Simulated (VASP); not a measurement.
# B2AsN (P6/mmm) in VASP: a series of runs

The runs below take B2AsN through single point, with LDA.

Program: VASP 6.6.1. These are calculated values, not measurements. Logs are shortened: lines on timing, memory, paths and dates and some standing lists are left out, and cuts for length are marked.

**1. The cell of the first run**

The structure is hexagonal, space group P6/mmm (No. 191). The conventional cell has a = 3.732 Å, b = 3.732 Å, c = 3.738 Å, α = 90.00°, β = 90.00°, γ = 120.00°. Within 2.9 Å of B (site symmetry -6m2) lie 3 As at 2.15 Å and 3 B at 2.15 Å and 6 N at 2.85 Å. Within 2.5 Å of As (site symmetry 6/mmm) lie 2 N at 1.87 Å and 6 B at 2.15 Å. N (site symmetry 6/mmm) has 2 As at 1.87 Å within 2.5 Å.

**2. Single point, LDA**

File INCAR:

```
SYSTEM = B2AsN
  ALGO = Normal
  EDIFF = 1E-6
  ENCUT = 520
  ISIF = 2
  ISMEAR = 0
  LASPH = .TRUE.
  LCHARG = .TRUE.
  LELF = .TRUE.
  LREAL = .FALSE.
  LVHAR = .TRUE.
  LWAVE = .FALSE.
  NBANDS = 16
  NELM = 80
  PREC = Accurate
  SIGMA = 0.1
```

File KPOINTS:

```
k-points
0
G
  15 15 12
  0 0 0
```

File POSCAR:

```
B2AsN
1.0
    3.7322560385      0.0000000000      0.0000000000
   -1.8661280192      3.2322285428      0.0000000000
    0.0000000000      0.0000000000      3.7376914774
B As N
2 1 1
Direct
    0.3333333333      0.6666666667      0.0000000000
    0.6666666667      0.3333333333      0.0000000000
    0.0000000000      0.0000000000      0.0000000000
    0.0000000000      0.0000000000      0.5000000000
```

Potentials or basis: VASP PAW LDA potentials, release 64 (B, As, N).

Run with:

```console
$ cat potpaw_LDA.64/B/POTCAR potpaw_LDA.64/As/POTCAR potpaw_LDA.64/N/POTCAR > POTCAR
$ mpirun -np 1 vasp_std > vasp.out
```

OUTCAR:

```text
SYSTEM = B2AsN
   EDIFF = 1E-6
   ENCUT = 520
   ISIF = 2
   ISMEAR = 0
   LASPH = .TRUE.
   LREAL = .FALSE.
   NELM = 80
   PREC = Accurate

 ion  position               nearest neighbor table
   1  0.333  0.667  0.000-   3 2.15   2 2.15   2 2.15   3 2.15   3 2.15   2 2.15
   2  0.667  0.333  0.000-   3 2.15   1 2.15   1 2.15   3 2.15   3 2.15   1 2.15
   3  0.000  0.000  0.000-   4 1.87   4 1.87   1 2.15   2 2.15   2 2.15   1 2.15   2 2.15   1 2.15

   4  0.000  0.000  0.500-   3 1.87   3 1.87

  LATTYP: Found a hexagonal cell.
 ALAT       =     3.7322560385
 C/A-ratio  =     1.0014563414

  Lattice vectors:

 A1 = (   3.7322560385,   0.0000000000,   0.0000000000)
 A2 = (  -1.8661280192,   3.2322285428,   0.0000000000)
 A3 = (   0.0000000000,   0.0000000000,   3.7376914774)

Analysis of symmetry for initial positions (statically):
=====================================================================
 Subroutine PRICEL returns:
 Original cell was already a primitive cell.

 Routine SETGRP: Setting up the symmetry group for a
 hexagonal supercell.

 Subroutine GETGRP returns: Found 24 space group operations
 (whereof 24 operations were pure point group operations)
 out of a pool of 24 trial point group operations.

The static configuration has the point symmetry D_6h.

Analysis of symmetry for dynamics (positions and initial velocities):
=====================================================================
 Subroutine PRICEL returns:
 Original cell was already a primitive cell.

 Routine SETGRP: Setting up the symmetry group for a
 hexagonal supercell.

 Subroutine GETGRP returns: Found 24 space group operations
 (whereof 24 operations were pure point group operations)
 out of a pool of 24 trial point group operations.

The dynamic configuration has the point symmetry D_6h.

 Subroutine INISYM returns: Found 24 space group operations
 (whereof 24 operations are pure point group operations),
 and found     1 'primitive' translations

----------------------------------------------------------------------------------------

                                     Primitive cell

  volume of cell :      45.0897

  direct lattice vectors                    reciprocal lattice vectors
     3.732256039  0.000000000  0.000000000     0.267934458  0.154692032  0.000000000
    -1.866128019  3.232228543  0.000000000     0.000000000  0.309384063  0.000000000
     0.000000000  0.000000000  3.737691477     0.000000000  0.000000000  0.267544822

  length of vectors
     3.732256039  3.732256039  3.737691477     0.309384063  0.309384063  0.267544822

  position of ions in fractional coordinates (direct lattice)
     0.333333333  0.666666667  0.000000000
     0.666666667  0.333333333  0.000000000
     0.000000000  0.000000000  0.000000000
     0.000000000  0.000000000  0.500000000

  ion indices of the primitive-cell ions
   primitive index   ion index
                 1           1
                 2           2
                 3           3
                 4           4

----------------------------------------------------------------------------------------

 KPOINTS: k-points

Automatic generation of k-mesh.
 Grid dimensions read from file:
 generate k-points for:   15   15   12

 Generating k-lattice:

  Cartesian coordinates                     Fractional coordinates (reciprocal lattice)
     0.017862297  0.010312802  0.000000000     0.066666667  0.000000000  0.000000000
     0.000000000  0.020625604  0.000000000     0.000000000  0.066666667  0.000000000
     0.000000000  0.000000000  0.022295402     0.000000000  0.000000000  0.083333333

  Length of vectors
     0.020625604  0.020625604  0.022295402

  Shift w.r.t. Gamma in fractional coordinates (k-lattice)
     0.000000000  0.000000000  0.000000000

 Subroutine IBZKPT returns following result:
 ===========================================

 Found    189 irreducible k-points:

 Following reciprocal coordinates:
            Coordinates               Weight
  0.000000  0.000000  0.000000      1.000000
  0.066667 -0.000000  0.000000      6.000000
  0.133333  0.000000  0.000000      6.000000
  0.200000 -0.000000  0.000000      6.000000
  0.266667  0.000000  0.000000      6.000000
  0.333333  0.000000  0.000000      6.000000
[... 16 lines left out ...]
  0.333333  0.200000  0.000000     12.000000
  0.400000  0.200000  0.000000      6.000000
 [... further k-points ...]
   k-points           NKPTS =    189   k-points in BZ     NKDIM =    189   number of bands    NBANDS=     16
   number of dos      NEDOS =    301   number of ions     NIONS =      4
   total plane-waves  NPLWV =  21952
   dimension x,y,z NGX =    28 NGY =   28 NGZ =   28
   dimension x,y,z NGXF=    56 NGYF=   56 NGZF=   56
   ions per type =               2   1   1
   NGX,Y,Z   is equivalent  to a cutoff of  12.47, 12.47, 12.45 a.u.
   NGXF,Y,Z  is equivalent  to a cutoff of  24.94, 24.94, 24.91 a.u.
 SYSTEM =  B2AsN
   PREC   = accura    normal or accurate (medium, high low for compatibility)
   ISTART =      0    job   : 0-new  1-cont  2-samecut
   ICHARG =      2    charge: 1-file 2-atom 10-const
   ISPIN  =      1    spin polarized calculation?
   LNONCOLLINEAR =      F non collinear calculations
   LSORBIT =      F    spin-orbit coupling
   LASPH  =      T    aspherical Exc in radial PAW
   ENCUT  =  520.0 eV  38.22 Ry    6.18 a.u.   6.94  6.94  6.95*2*pi/ulx,y,z
   NELM   =     80;   NELMIN=  2; NELMDL= -5     # of ELM steps
   EDIFF  = 0.1E-05   stopping-criterion for ELM
   LREAL  =      F    real-space projection
   EDIFFG = 0.1E-04   stopping-criterion for IOM
   NSW    =      0    number of steps for IOM
   IBRION =     -1    ionic relax: 0-MD 1-quasi-New 2-CG
   NFREE  =      0    steps in history (QN), initial steepest desc. (CG)
   ISIF   =      2    stress and relaxation
   ISYM   =      2    0-nonsym 1-usesym 2-fastsym
   POTIM  = 0.5000    time-step for ionic-motion
   TEBEG  =    0.0;   TEEND  =   0.0 temperature during run
   PSTRESS=    0.0 pullay stress
   NELECT =      16.0000    total number of electrons
   NUPDOWN=      -1.0000    fix difference up-down
   EMIN   =  10.00;   EMAX   =-10.00  energy-range for DOS
   EFERMI =   0.00;   METHOD = LEGACY
   ISMEAR =     0;   SIGMA  =   0.10  broadening in eV -4-tet -1-fermi 0-gaus
   EFERMI_NEDOS =   21; number of points for ismear=-14 and -15
   IALGO  =     38    algorithm
   IMIX   =      4    mixing-type and parameters
     AMIX     =   0.40;   BMIX     =  1.00
     AMIX_MAG =   1.60;   BMIX_MAG =  1.00
  volume/ion in A,a.u.               =      11.27        76.07
  Fermi-wavevector in a.u.,A,eV,Ry     =   1.159015  2.190221 18.276931  1.343317
  Thomas-Fermi vector in A             =   2.295612
   LORBIT       =      0    0 simple, 1 ext, 2 COOP (PROOUT), +10 PAW based schemes
   GGA     = CA    functional components
   LHFCALC =     F    Hartree Fock is set to
   AEXX    =    0.0000 exact exchange contribution
   IVDW    =     0    specifies the selected vdW correction
   LEPSILON=     F    determine dielectric tensor
   LRPA    =     F    only Hartree local field effects (RPA)
 non-spin polarized calculation
 Gauss-broadening in eV      SIGMA  =   0.10
  energy-cutoff  :      520.00
  volume of cell :       45.09
 maximum number of plane-waves:      1230
 NGX is ok and might be reduce to    28
   NGX = 13   NGY = 13   NGZ = 13

 number of electron      16.0000001 magnetization

 Free energy of the ion-electron system (eV)
  ---------------------------------------------------
  ext. energy  EPLUGINS =         0.00000000
  ---------------------------------------------------
  free energy    TOTEN  =       -20.83550371 eV

  energy without entropy =      -20.82951719  energy(sigma->0) =      -20.83251045

 E-fermi :   5.5089     XC(G=0): -10.9287

 val. band max:        5.4917121830   @ k =   0.4000   0.0000   0.4167
 cond. band min:       5.5101634911   @ k =   0.2000   0.0667   0.0000
 fundamental gap:      0.0184513081
 Fermi energy:         5.5089090577

 k-point     1 :       0.0000    0.0000    0.0000
  band No.  band energies     occupation
      1     -12.3195      2.00000
      2      -4.8627      2.00000
      3      -2.6762      2.00000
      4       0.3743      2.00000
      5       0.3743      2.00000
      6       2.3281      2.00000
[... 8 lines left out ...]
     15      17.2524      0.00000
     16      17.2524      0.00000

 k-point     2 :       0.0667   -0.0000    0.0000
  band No.  band energies     occupation
      1     -12.2855      2.00000
      2      -4.8737      2.00000
      3      -2.6504      2.00000
      4      -0.0669      2.00000
      5       0.0999      2.00000
      6       2.4340      2.00000
[... 8 lines left out ...]
     15      17.0528      0.00000
     16      17.0760      0.00000

 k-point     3 :       0.1333    0.0000    0.0000
  band No.  band energies     occupation
      1     -12.1862      2.00000
      2      -4.9123      2.00000
      3      -2.5760      2.00000
      4      -0.9383      2.00000
      5      -0.4270      2.00000
      6       2.4593      2.00000
[... 8 lines left out ...]
     15      16.6198      0.00000
     16      16.8330      0.00000

 k-point     4 :       0.2000   -0.0000    0.0000
  band No.  band energies     occupation
      1     -12.0303      2.00000
      2      -4.9957      2.00000
      3      -2.4623      2.00000
      4      -1.8272      2.00000
      5      -0.9520      2.00000
      6       2.3659      2.00000
[... 8 lines left out ...]
     15      16.1551      0.00000
     16      16.7683      0.00000
[... 324 lines left out ...]
 k-point    22 :       0.2667    0.2000    0.0000
  band No.  band energies     occupation
      1     -11.4035      2.00000
      2      -5.4039      2.00000
      3      -3.5765      2.00000
      4      -2.7638      2.00000
      5      -2.0473      2.00000
      6       3.9782      2.00000
[... 8 lines left out ...]
     15      16.0139      0.00000
     16      16.6732      0.00000

 k-point    23 :       0.3333    0.2000    0.0000
  band No.  band energies     occupation
      1     -11.2767      2.00000
      2      -5.4830      2.00000
      3      -3.9589      2.00000
      4      -2.8338      2.00000
      5      -1.9724      2.00000
      6       4.0249      2.00000
[... 8 lines left out ...]
     15      15.9469      0.00000
     16      15.9666      0.00000

 k-point    24 :       0.4000    0.2000    0.0000
  band No.  band energies     occupation
      1     -11.2297      2.00000
      2      -5.5121      2.00000
      3      -4.0923      2.00000
      4      -2.8546      2.00000
      5      -1.9454      2.00000
      6       4.0502      2.00000
[... 8 lines left out ...]
     15      15.3651      0.00000
     16      15.9475      0.00000

 [... further k-points ...]

------------------------ aborting loop because EDIFF is reached ----------------------------------------

  FORCE on cell =-STRESS in cart. coord.  units (eV):
  Direction    XX          YY          ZZ          XY          YZ          ZX
  --------------------------------------------------------------------------------------
  -------------------------------------------------------------------------------------
  Total        0.2426803      0.2426803      0.4845038      0.0000000      0.0000000      0.0000000
  in kB        8.6231944      8.6231944     17.2159418      0.0000000      0.0000000      0.0000000
  external PRESSURE =      11.4874436 kB  Pullay stress =       0.0000000 kB

 VOLUME and BASIS-vectors are now :
 -----------------------------------------------------------------------------
  energy-cutoff  :      520.00
  volume of cell :       45.09
      direct lattice vectors                 reciprocal lattice vectors
     3.732256039  0.000000000  0.000000000     0.267934458  0.154692032  0.000000000
    -1.866128019  3.232228543  0.000000000     0.000000000  0.309384063  0.000000000
     0.000000000  0.000000000  3.737691477     0.000000000  0.000000000  0.267544822

 POSITION                                       TOTAL-FORCE (eV/Angst)
 -----------------------------------------------------------------------------------
     -0.00000      2.15482      0.00000         0.000000      0.000000      0.000000
      1.86613      1.07741      0.00000        -0.000000     -0.000000      0.000000
      0.00000      0.00000      0.00000         0.000000      0.000000      0.000000
      0.00000      0.00000      1.86885        -0.000000      0.000000      0.000000
 -----------------------------------------------------------------------------------
    total drift:                               -0.000000      0.000000     -0.000000

  FREE ENERGIE OF THE ION-ELECTRON SYSTEM (eV)
  ---------------------------------------------------
  free  energy   TOTEN  =       -20.8355037131 eV

  energy  without entropy=      -20.8295171905  energy(sigma->0) =      -20.83251045
```

It took 65 s on 1 thread of AMD EPYC 9R45 (Zen 5), shared host; peak memory 0.22 GiB.

Results:

```
Free energy            : -20.8355 eV
Pressure               : 1.1 GPa
Band gap on the k mesh : zero (band 8 reaches 7.62 eV, above the bottom of band 9 at 3.89 eV)
```

(Part 1 of 2 ends here.)
